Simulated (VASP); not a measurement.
# Cl (Cmmm) in VASP: a series of runs, part 2 of 2

VASP 6.6.1. Earlier steps stand in the parts before.

### Step 4. Relaxation of cell and atoms, PBE

This run uses another cell than the first one, of 40.33 Å³/atom.

Contents of INCAR:

```
ALGO = Normal
EDIFF = 1E-6
EDIFFG = -0.01
ENCUT = 600
GGA = PE
IBRION = 2
ISIF = 3
ISMEAR = 0
LASPH = T
LCHARG = F
LREAL = F
LWAVE = F
NELM = 80
NSW = 100
PREC = Accurate
SIGMA = 0.02
```

Contents of KPOINTS:

```
k-points
0
Gamma
  8 8 8
```

Contents of POSCAR:

```
Cl
1.0
    2.2115945010     -4.6049353013      0.0000000000
    2.2115945010      4.6049353013      0.0000000000
    0.0000000000      0.0000000000      3.9598635337
Cl
2
Direct
    0.6091962601      0.3908037399      0.0000000000
    0.3908037399      0.6091962601      0.0000000000
```

Potentials or basis: VASP PAW PBE potentials, release 64 (Cl).

Launch:

```console
cat potpaw_PBE.64/Cl/POTCAR > POTCAR
mpirun -np 1 vasp_std > vasp.out
```

OUTCAR:

```text
EDIFF = 1E-6
   EDIFFG = -0.01
   ENCUT = 600
   GGA = PE
   IBRION = 2
   ISIF = 3
   ISMEAR = 0
   LASPH = T
   LREAL = F
   NELM = 80
   NSW = 100
   PREC = Accurate

 ion  position               nearest neighbor table
   1  0.609  0.391  0.000-   2 2.01
   2  0.391  0.609  0.000-   1 2.01

  LATTYP: Found a base centered orthorhombic cell.
 ALAT       =     4.4231890020
 B/A-ratio  =     2.0821788530
 C/A-ratio  =     0.8952508093

  Lattice vectors:

 A1 = (   2.2115945010,  -4.6049353013,   0.0000000000)
 A2 = (   2.2115945010,   4.6049353013,   0.0000000000)
 A3 = (   0.0000000000,   0.0000000000,   3.9598635337)

Analysis of symmetry for initial positions (statically):
=====================================================================
[... 376 lines left out ...]
      2     -14.9597      2.00000
      3      -8.2371      2.00000
      4      -5.6059      2.00000
      5      -5.4401      2.00000
      6      -3.4170      2.00000
      7      -2.7619      2.00000
      8       0.5071      0.00000
      9       2.9907      0.00000
     10       6.4817      0.00000
     11       8.3110      0.00000
[... 309 lines left out ...]
 k-point    24 :       0.2500   -0.0000    0.1250
  band No.  band energies     occupation
      1     -19.3264      2.00000
      2     -15.0452      2.00000
      3      -8.0286      2.00000
      4      -5.7086      2.00000
      5      -5.6204      2.00000
      6      -3.3739      2.00000
      7      -2.8860      2.00000
      8       0.2755      0.00000
      9       3.9779      0.00000
     10       7.0298      0.00000
     11       7.2556      0.00000

 [... further k-points ...]

------------------------ aborting loop because EDIFF is reached ----------------------------------------

  FORCE on cell =-STRESS in cart. coord.  units (eV):
  Direction    XX          YY          ZZ          XY          YZ          ZX
  --------------------------------------------------------------------------------------
  -------------------------------------------------------------------------------------
  Total       -0.0140971     -0.0138953      0.0064460      0.0000000      0.0000000      0.0000000
  in kB       -0.2574834     -0.2537976      0.1177353      0.0000000      0.0000000      0.0000000
  external PRESSURE =      -0.1311819 kB  Pullay stress =       0.0000000 kB
[... 17 lines left out ...]
  FREE ENERGIE OF THE ION-ELECTRON SYSTEM (eV)
  ---------------------------------------------------
  free  energy   TOTEN  =        -3.6639635972 eV

  energy  without entropy=       -3.6639635972  energy(sigma->0) =       -3.66396360

 reached required accuracy - stopping structural energy minimisation
```

OSZICAR:

```text
N       E                     dE             d eps       ncg     rms          rms(c)
DAV:   1     0.105721796103E+03    0.10572E+03   -0.62484E+03  2310   0.115E+03
DAV:   2     0.458933844445E+01   -0.10113E+03   -0.96201E+02  3693   0.191E+02
DAV:   3    -0.380531816346E+01   -0.83947E+01   -0.83679E+01  2936   0.690E+01
[... 105 lines left out ...]
DAV:   2    -0.366412123925E+01   -0.97324E-05   -0.34735E-03  2517   0.521E-01    0.108E-01
DAV:   3    -0.366399254279E+01    0.12870E-03   -0.18231E-04  2790   0.110E-01    0.529E-02
DAV:   4    -0.366396543369E+01    0.27109E-04   -0.81703E-05  2710   0.682E-02    0.177E-02
DAV:   5    -0.366396360075E+01    0.18329E-05   -0.11923E-05  2496   0.235E-02    0.131E-02
DAV:   6    -0.366396359721E+01    0.35332E-08   -0.68905E-07  1719   0.790E-03
  12 F= -.36639636E+01 E0= -.36639636E+01  d E =-.106353E-04
```

CONTCAR:

```text
Cl
   1.00000000000000
     2.2086039508140565   -4.6390119443184865    0.0000000000000000
     2.2086039508140574    4.6390119443184865    0.0000000000000000
     0.0000000000000000    0.0000000000000000    4.2807380659492402
  Cl
     2
Direct
     0.6078829379953027    0.3921170620046974    0.0000000000000000
     0.3921170620046974    0.6078829379953027    0.0000000000000000

  0.00000000E+00  0.00000000E+00  0.00000000E+00
  0.00000000E+00  0.00000000E+00  0.00000000E+00
```

Wall time 9.4 min (1 thread of Intel Xeon Platinum 8488C (Sapphire Rapids), shared host); peak memory 0.28 GiB.

What came out:

```
Free energy                           : -3.6640 eV
Relaxed volume                        : 43.86 Å³/atom
Relaxed cell                          : a = 5.138 Å, b = 5.138 Å, c = 4.281 Å, α = 90.00°, β = 90.00°, γ = 129.08°
Space group after relaxing (to 0.1 Å) : Cmmm (No. 65)
Energy gained by relaxing             : 3.6 meV/atom
Ionic steps                           : 12
Pressure after relaxing               : 0.0 GPa
Band gap on the k mesh                : 1.95 eV (least direct gap 1.97 eV)
```

Step by step:
| step | energy change (eV) | largest force (eV/Å) | pressure (GPa) | volume (Å³) |
| --- | --- | --- | --- | --- |
| 1 | 0.0000 | 0.1593 | -0.08 | 80.66 |
| 2 | 0.0025 | 0.3684 | 0.66 | 80.42 |
| 3 | -0.0009 | 0.0143 | 0.17 | 80.57 |
| 4 | -0.0017 | 0.0132 | 0.16 | 80.97 |
| 5 | -0.0037 | 0.0150 | 0.11 | 82.16 |
| 6 | -0.0061 | 0.0176 | 0.06 | 84.55 |
| 7 | -0.0071 | 0.0212 | -0.01 | 89.37 |
| 8 | -0.0072 | 0.0210 | -0.01 | 88.44 |
| 9 | -0.0070 | 0.0192 | 0.04 | 86.49 |
| 10 | -0.0072 | 0.0200 | 0.00 | 87.72 |
| 11 | -0.0063 | 0.1764 | -0.24 | 87.72 |
| 12 | -0.0072 | 0.0001 | -0.01 | 87.72 |

Final structure:
```yaml
crystal:
  lattice:
    - [2.20860, -4.63901, 0.00000]
    - [2.20860, 4.63901, 0.00000]
    - [0.00000, 0.00000, 4.28074]
  atoms:
    - { symbol: Cl, position: [0.60788, 0.39212, 0.00000] }
    - { symbol: Cl, position: [0.39212, 0.60788, 0.00000] }
```

Caveat: this functional lacks dispersion, which holds the molecules together, so the pressure and a relaxed volume are unreliable; this functional lacks dispersion, which binds layers or chains, so the pressure and a relaxed spacing across them are unreliable.

### Step 5. Overview

| task | cell | k mesh | gap on the mesh (eV) | pressure (GPa) | relaxed volume (Å³/atom) |
| --- | --- | --- | --- | --- | --- |
| relaxation of shape and atoms at fixed volume | relaxed from a = 5.197, b = 5.197, c = 4.433 Å, angles 90.0, 90.0, 129.1°, 2 atoms, atomic positions A | 8 × 8 × 6 | 2.01 | -0.1 | 46.47 |
| relaxation of shape and atoms at fixed volume | relaxed from a = 5.202, b = 5.202, c = 4.557 Å, angles 90.0, 90.0, 128.5°, 2 atoms, atomic positions B | 8 × 8 × 6 | 2.04 | -0.1 | 48.23 |
| relaxation of cell and atoms | relaxed from a = 5.108, b = 5.108, c = 3.960 Å, angles 90.0, 90.0, 128.7°, 2 atoms, atomic positions C | 8 × 8 × 8 | 1.95 | 0.0 | 43.86 |

Alike in all rows: level PBE; potentials or basis VASP PAW PBE potentials, release 64 (Cl); no spin polarisation; cutoff (eV) 600; smearing gaussian 0.02 eV.

Caveats: this functional lacks dispersion, which holds the molecules together, so the pressure and a relaxed volume are unreliable; this functional lacks dispersion, which binds layers or chains, so the pressure and a relaxed spacing across them are unreliable.

Total energies depend on the potentials used, so only differences within one code and one set of settings carry meaning.
